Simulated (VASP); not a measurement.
# Re (Pm-3m) in VASP: single point with r2SCAN0

Aim: the single point of Re with r2SCAN0.

Program: VASP 6.6.1. These are calculated values, not measurements. Logs are shortened: lines on timing, memory, paths and dates and some standing lists are left out, and cuts for length are marked.

### Step 1. The cell of the first run

It takes space group Pm-3m (No. 221, cubic). The conventional cell has a = 2.565 Å, b = 2.565 Å, c = 2.565 Å, α = 90.00°, β = 90.00°, γ = 90.00°. Within 3.4 Å of Re (site symmetry m-3m) lie 6 Re at 2.56 Å.

### Step 2. Single point, r2SCAN0

Contents of POSCAR:

```
Re
1.0
    2.5647005512      0.0000000000      0.0000000000
    0.0000000000      2.5647005512      0.0000000000
    0.0000000000      0.0000000000      2.5647005512
Re
1
Direct
    0.0000000000      0.0000000000      0.0000000000
```

Contents of INCAR.step1:

```
ALGO = Normal
EDIFF = 1E-5
ENCUT = 520
GGA = PE
ISIF = 2
ISMEAR = -1
LASPH = T
LCHARG = F
LREAL = F
LWAVE = T
NBANDS = 10
NELM = 100
PREC = Accurate
SIGMA = 0.1
```

Contents of INCAR.step2:

```
AEXX = 0.25
ALGO = Normal
EDIFF = 1E-6
ENCUT = 520
ISIF = 2
ISMEAR = -1
ISTART = 1
LASPH = T
LCHARG = F
LHFCALC = T
LMIXTAU = T
LREAL = F
LWAVE = F
METAGGA = R2SCAN
NBANDS = 10
NELM = 100
PREC = Accurate
PRECFOCK = Normal
SIGMA = 0.1
```

Contents of KPOINTS:

```
k-points
0
Gamma
  6 6 6
```

Potentials or basis: VASP PAW PBE potentials, release 64 (Re).

Started as:

```bash
cat potpaw_PBE.64/Re/POTCAR > POTCAR
cp INCAR.step1 INCAR
mpirun -np 1 vasp_std > vasp.out
cp INCAR.step2 INCAR
mpirun -np 1 vasp_std > vasp.out
```

OUTCAR:

```text
AEXX = 0.25
   EDIFF = 1E-6
   ENCUT = 520
   ISIF = 2
   ISMEAR = -1
   ISTART = 1
   LASPH = T
   LHFCALC = T
   LREAL = F
   METAGGA = R2SCAN
   NELM = 100
   PREC = Accurate
   PRECFOCK = Normal

 ion  position               nearest neighbor table
   1  0.000  0.000  0.000-

  LATTYP: Found a simple cubic cell.
 ALAT       =     2.5647005512

  Lattice vectors:

 A1 = (   2.5647005512,   0.0000000000,   0.0000000000)
 A2 = (   0.0000000000,   2.5647005512,   0.0000000000)
 A3 = (   0.0000000000,   0.0000000000,   2.5647005512)

Analysis of symmetry for initial positions (statically):
=====================================================================
 Subroutine PRICEL returns:
 Original cell was already a primitive cell.

 Routine SETGRP: Setting up the symmetry group for a
 simple cubic supercell.

 Subroutine GETGRP returns: Found 48 space group operations
 (whereof 48 operations were pure point group operations)
 out of a pool of 48 trial point group operations.

The static configuration has the point symmetry O_h .

Analysis of symmetry for dynamics (positions and initial velocities):
=====================================================================
 Subroutine PRICEL returns:
 Original cell was already a primitive cell.

 Routine SETGRP: Setting up the symmetry group for a
 simple cubic supercell.

 Subroutine GETGRP returns: Found 48 space group operations
 (whereof 48 operations were pure point group operations)
 out of a pool of 48 trial point group operations.

The dynamic configuration has the point symmetry O_h .

 Subroutine INISYM returns: Found 48 space group operations
 (whereof 48 operations are pure point group operations),
 and found     1 'primitive' translations

----------------------------------------------------------------------------------------

                                     Primitive cell

  volume of cell :      16.8698

  direct lattice vectors                    reciprocal lattice vectors
     2.564700551  0.000000000  0.000000000     0.389909067  0.000000000  0.000000000
     0.000000000  2.564700551  0.000000000     0.000000000  0.389909067  0.000000000
     0.000000000  0.000000000  2.564700551     0.000000000  0.000000000  0.389909067

  length of vectors
     2.564700551  2.564700551  2.564700551     0.389909067  0.389909067  0.389909067

  position of ions in fractional coordinates (direct lattice)
     0.000000000  0.000000000  0.000000000

  ion indices of the primitive-cell ions
   primitive index   ion index
                 1           1

----------------------------------------------------------------------------------------

 KPOINTS: k-points

Automatic generation of k-mesh.
 Grid dimensions read from file:
 generate k-points for:    6    6    6

 Generating k-lattice:

  Cartesian coordinates                     Fractional coordinates (reciprocal lattice)
     0.064984845  0.000000000  0.000000000     0.166666667  0.000000000  0.000000000
     0.000000000  0.064984845  0.000000000     0.000000000  0.166666667  0.000000000
     0.000000000  0.000000000  0.064984845     0.000000000  0.000000000  0.166666667

  Length of vectors
     0.064984845  0.064984845  0.064984845

  Shift w.r.t. Gamma in fractional coordinates (k-lattice)
     0.000000000  0.000000000  0.000000000

 Subroutine IBZKPT returns following result:
 ===========================================

 Found     20 irreducible k-points:

 Following reciprocal coordinates:
            Coordinates               Weight
  0.000000  0.000000  0.000000      1.000000
  0.166667  0.000000  0.000000      6.000000
  0.333333  0.000000  0.000000      6.000000
  0.500000  0.000000  0.000000      3.000000
  0.166667  0.166667  0.000000     12.000000
  0.333333  0.166667  0.000000     24.000000
[... 12 lines left out ...]
  0.500000  0.500000  0.333333      6.000000
  0.500000  0.500000  0.500000      1.000000
   k-points           NKPTS =     20   k-points in BZ     NKDIM =    216   number of bands    NBANDS=     10
   number of dos      NEDOS =    301   number of ions     NIONS =      1
   total plane-waves  NPLWV =   8000
   dimension x,y,z NGX =    20 NGY =   20 NGZ =   20
   dimension x,y,z NGXF=    40 NGYF=   40 NGZF=   40
   ions per type =               1
   NGX,Y,Z   is equivalent  to a cutoff of  12.96, 12.96, 12.96 a.u.
   NGXF,Y,Z  is equivalent  to a cutoff of  25.93, 25.93, 25.93 a.u.
 SYSTEM =  unknown system
   PREC   = accura    normal or accurate (medium, high low for compatibility)
   ISTART =      1    job   : 0-new  1-cont  2-samecut
   ICHARG =      0    charge: 1-file 2-atom 10-const
   ISPIN  =      1    spin polarized calculation?
   LNONCOLLINEAR =      F non collinear calculations
   LSORBIT =      F    spin-orbit coupling
   LASPH  =      T    aspherical Exc in radial PAW
   ENCUT  =  520.0 eV  38.22 Ry    6.18 a.u.   4.77  4.77  4.77*2*pi/ulx,y,z
   NELM   =    100;   NELMIN=  2; NELMDL=  0     # of ELM steps
   EDIFF  = 0.1E-05   stopping-criterion for ELM
   LREAL  =      F    real-space projection
   EDIFFG = 0.1E-04   stopping-criterion for IOM
   NSW    =      0    number of steps for IOM
   IBRION =     -1    ionic relax: 0-MD 1-quasi-New 2-CG
   NFREE  =      0    steps in history (QN), initial steepest desc. (CG)
   ISIF   =      2    stress and relaxation
   ISYM   =      3    0-nonsym 1-usesym 2-fastsym
   POTIM  = 0.5000    time-step for ionic-motion
   TEBEG  =    0.0;   TEEND  =   0.0 temperature during run
   PSTRESS=    0.0 pullay stress
   NELECT =       7.0000    total number of electrons
   NUPDOWN=      -1.0000    fix difference up-down
   EMIN   =  10.00;   EMAX   =-10.00  energy-range for DOS
   EFERMI =   0.00;   METHOD = LEGACY
   ISMEAR =    -1;   SIGMA  =   0.10  broadening in eV -4-tet -1-fermi 0-gaus
   EFERMI_NEDOS =   21; number of points for ismear=-14 and -15
   IALGO  =     38    algorithm
   IMIX   =      1    mixing-type and parameters
     AMIX     =   0.40;   BMIX     =  1.00
     AMIX_MAG =   1.60;   BMIX_MAG =  1.00
  volume/ion in A,a.u.               =      16.87       113.84
  Fermi-wavevector in a.u.,A,eV,Ry     =   1.221061  2.307472 20.286164  1.490991
  Thomas-Fermi vector in A             =   2.356257
   LORBIT       =      0    0 simple, 1 ext, 2 COOP (PROOUT), +10 PAW based schemes
   METAGGA = R2SCAN    functional components
   LHFCALC =     T    Hartree Fock is set to
   PRECFOCK=normal    Normal, Fast or Accurate (Low or Medium for compatibility)
   ENCUT4O =  -1.0   cutoff for four orbital integrals eV
   NKREDX  =     1    reduce k-point grid by
   NKREDY  =     1    reduce k-point grid by
   NKREDZ  =     1    reduce k-point grid by
   AEXX    =    0.2500 exact exchange contribution
   HFSCREEN=    0.0000 screening length (either q_TF or 0.3 A-1)
   HFSCREENC=   0.0000 screening length for correlation (either q_TF or 0.3 A-1)
   ENCUTFOCK=  -1.0 apply spherical cutoff to Coloumb kernel
   IVDW    =     0    specifies the selected vdW correction
   LEPSILON=     F    determine dielectric tensor
   LRPA    =     F    only Hartree local field effects (RPA)
 non-spin polarized calculation
  energy-cutoff  :      520.00
  volume of cell :       16.87
 maximum number of plane-waves:       468
 NGX is ok and might be reduce to    20
  NGX = 16; NGY = 16; NGZ = 16

 number of electron       7.0000000 magnetization

 Free energy of the ion-electron system (eV)
  ---------------------------------------------------
  ext. energy  EPLUGINS =         0.00000000
  ---------------------------------------------------
  free energy    TOTEN  =       -44.54840737 eV

  energy without entropy =      -44.53028897  energy(sigma->0) =      -44.53934817

 E-fermi :   7.0488     XC(G=0): -10.8517

 val. band max:        7.0092312652   @ k =   0.3333   0.1667   0.0000
 cond. band min:       7.3708352173   @ k =   0.5000   0.3333   0.0000
 fundamental gap:      0.3616039521
 Fermi energy:         7.0487772105

 k-point     1 :       0.0000    0.0000    0.0000
  band No.  band energies     occupation
      1      -4.6454      2.00000
      2      -0.6513      2.00000
      3      -0.6513      2.00000
      4      11.3137      0.00000
      5      11.3137      0.00000
      6      11.3137      0.00000
      7      24.0544      0.00000
      8      24.0544      0.00000
      9      24.0544      0.00000
     10      30.7036      0.00000

 k-point     2 :       0.1667    0.0000    0.0000
  band No.  band energies     occupation
      1      -3.6781      2.00000
      2      -0.3932      2.00000
      3       0.5145      2.00000
      4       9.9358      0.00000
      5       9.9358      0.00000
      6      11.4167      0.00000
      7      20.3239      0.00000
      8      25.8971      0.00000
      9      25.8971      0.00000
     10      29.1388      0.00000

 k-point     3 :       0.3333    0.0000    0.0000
  band No.  band energies     occupation
      1      -1.8491      2.00000
      2       0.1605      2.00000
      3       3.4028      2.00000
      4       7.7190      0.00245
      5       7.7190      0.00245
      6      11.6283      0.00000
      7      16.7258      0.00000
      8      25.0586      0.00000
      9      29.2584      0.00000
     10      29.2584      0.00000

 k-point     4 :       0.5000    0.0000    0.0000
  band No.  band energies     occupation
      1      -0.8443      2.00000
      2       0.4613      2.00000
      3       4.8003      2.00000
      4       6.1962      1.99960
      5       6.1962      1.99960
      6      11.7368      0.00000
      7      16.3610      0.00000
      8      23.5453      0.00000
      9      28.7762      0.00000
     10      31.2477      0.00000

 k-point     5 :       0.1667    0.1667    0.0000
  band No.  band energies     occupation
      1      -2.7051      2.00000
      2       0.3487      2.00000
      3       1.1773      2.00000
      4       8.3629      0.00000
      5       9.8852      0.00000
      6      10.2924      0.00000
      7      21.8857      0.00000
      8      21.9367      0.00000
      9      27.8002      0.00000
     10      29.1535      0.00000

 k-point     6 :       0.3333    0.1667    0.0000
  band No.  band energies     occupation
      1      -0.9839      2.00000
      2       1.1249      2.00000
      3       3.0238      2.00000
      4       7.0092      1.19519
      5       7.9094      0.00037
      6      10.4053      0.00000
      7      17.7514      0.00000
      8      24.4184      0.00000
      9      26.6688      0.00000
     10      31.3264      0.00000
[... 131 lines left out ...]
 k-point    17 :       0.3333    0.3333    0.3333
  band No.  band energies     occupation
      1       0.6004      2.00000
      2       2.3315      2.00000
      3       2.3315      2.00000
      4       8.4376      0.00000
      5       8.4376      0.00000
      6      11.6473      0.00000
      7      20.3020      0.00000
      8      23.9839      0.00000
      9      23.9839      0.00000
     10      30.0201      0.00000

 k-point    18 :       0.5000    0.3333    0.3333
  band No.  band energies     occupation
      1       0.2877      2.00000
      2       1.3818      2.00000
      3       2.2303      2.00000
      4       8.5751      0.00000
      5      10.1693      0.00000
      6      16.9858      0.00000
      7      17.6782      0.00000
      8      19.4893      0.00000
      9      26.3116      0.00000
     10      29.7297      0.00000

 k-point    19 :       0.5000    0.5000    0.3333
  band No.  band energies     occupation
      1      -0.2329      2.00000
      2       1.3350      2.00000
      3       1.3350      2.00000
      4       9.4339      0.00000
      5      14.0126      0.00000
      6      17.6178      0.00000
      7      18.4840      0.00000
      8      18.4840      0.00000
      9      21.9199      0.00000
     10      31.0233      0.00000

 k-point    20 :       0.5000    0.5000    0.5000
  band No.  band energies     occupation
      1       0.2917      2.00000
      2       0.2917      2.00000
      3       0.2917      2.00000
      4      14.0999      0.00000
      5      14.0999      0.00000
      6      16.0292      0.00000
      7      19.9206      0.00000
      8      19.9206      0.00000
      9      19.9206      0.00000
     10      31.1045      0.00000

------------------------ aborting loop because EDIFF is reached ----------------------------------------

  FORCE on cell =-STRESS in cart. coord.  units (eV):
  Direction    XX          YY          ZZ          XY          YZ          ZX
  --------------------------------------------------------------------------------------
  -------------------------------------------------------------------------------------
  Total       -1.6455211     -1.6455211     -1.6455211      0.0000000     -0.0000000      0.0000000
  in kB     -156.2802339   -156.2802339   -156.2802339      0.0000000     -0.0000000      0.0000000
  external PRESSURE =    -156.2802339 kB  Pullay stress =       0.0000000 kB

 VOLUME and BASIS-vectors are now :
 -----------------------------------------------------------------------------
  energy-cutoff  :      520.00
  volume of cell :       16.87
      direct lattice vectors                 reciprocal lattice vectors
     2.564700551  0.000000000  0.000000000     0.389909067  0.000000000  0.000000000
     0.000000000  2.564700551  0.000000000     0.000000000  0.389909067  0.000000000
     0.000000000  0.000000000  2.564700551     0.000000000  0.000000000  0.389909067

 POSITION                                       TOTAL-FORCE (eV/Angst)
 -----------------------------------------------------------------------------------
      0.00000      0.00000      0.00000         0.000000      0.000000      0.000000
 -----------------------------------------------------------------------------------
    total drift:                               -0.000000      0.000002      0.000000

  FREE ENERGIE OF THE ION-ELECTRON SYSTEM (eV)
  ---------------------------------------------------
  free  energy   TOTEN  =       -44.5484073703 eV

  energy  without entropy=      -44.5302889677  energy(sigma->0) =      -44.53934817
```

It took 8.2 min on 1 thread of AMD EPYC 7R13 (Zen 3), shared host; peak memory 0.11 GiB.

What came out:

| Quantity | Value |
| --- | --- |
| Free energy | -44.5484 eV |
| Pressure | -15.6 GPa |

Caveat: the k points lie up to 0.41 Å⁻¹ apart; the PAW data sets were made with another functional, which shifts forces and pressure a little; spin-orbit coupling is left out, which moves the levels of the heavy elements.
